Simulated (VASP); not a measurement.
Set up this calculation in VASP 6.6.1, as the native input.

| Quantity | Value |
| --- | --- |
| Task | single point |
| Functional | LDA |
| Potentials or basis | VASP PAW LDA potentials, release 64 (Ga_d, N_h) |
| Cutoff | 910 eV |
| k mesh | 10 × 6 × 6 |
| Occupations | gaussian, width 0.02 eV |
| Spin | no spin polarisation |
| Dipole correction | no |
| Further INCAR settings | ALGO = Normal; EDIFF = 1e-06; NBANDS = 46 |

The structure of GaN lies in POSCAR:

```
GaN
1.0
    3.1203032401      0.0000000000      0.0000000000
    0.0000000000      5.0407577076      0.0000000000
    0.0000000000      0.0000000000      5.5109076529
Ga N
4 4
Direct
    0.0000000000      1.0009340931      0.3339330998
    0.5000000000      1.0009340931      0.8339330998
    0.5000000000      0.5009340931      0.1660669002
    0.0000000000      0.5009340931      0.6660669002
    0.0000000000      0.6210659069      0.3353086907
    0.5000000000      0.6210659069      0.8353086907
    0.5000000000      0.1210659069      0.1646913093
    0.0000000000      0.1210659069      0.6646913093
```

One way to write it, as run:

INCAR

```
SYSTEM = GaN
ALGO     = Normal         ! electronic algorithm
EDIFF    = 1E-6           ! SCF threshold, eV
ENCUT    = 910            ! plane-wave cutoff, eV
GGA_COMPAT= .FALSE.      
ISIF     = 2              ! what is computed and relaxed
ISMEAR   = 0              ! smearing method
LASPH    = .TRUE.         ! aspherical terms in the spheres
LCHARG   = .FALSE.        ! write CHGCAR
LREAL    = .FALSE.        ! projectors in reciprocal space
LWAVE    = .FALSE.        ! write WAVECAR
NBANDS   = 46             ! bands
NELM     = 120            ! most SCF steps
PREC     = Accurate       ! precision mode
SIGMA    = 0.02           ! smearing width, eV
```

KPOINTS

```
k-points
0
G
  10 6 6
  0 0 0
```

Potentials or basis: VASP PAW LDA potentials, release 64 (Ga_d, N_h).

Launch:

```sh
$ cat potpaw_LDA.64/Ga_d/POTCAR potpaw_LDA.64/N_h/POTCAR > POTCAR
$ mpirun -np 1 vasp_std > vasp.out
```

It gave:

| Property | Result |
| --- | --- |
| Pressure | 5.2 GPa |
| Largest force | 0.004 eV/Å |
| Band gap on the k mesh | 2.28 eV |

Caveat: the stress differs along the axes, from 1 to 9 GPa.

It took 16 min on 1 thread of Intel(R) Xeon(R) Platinum 8259CL CPU @ 2.50GHz (Skylake/Cascade Lake), with other jobs on the host, peak memory 0.69 GiB.
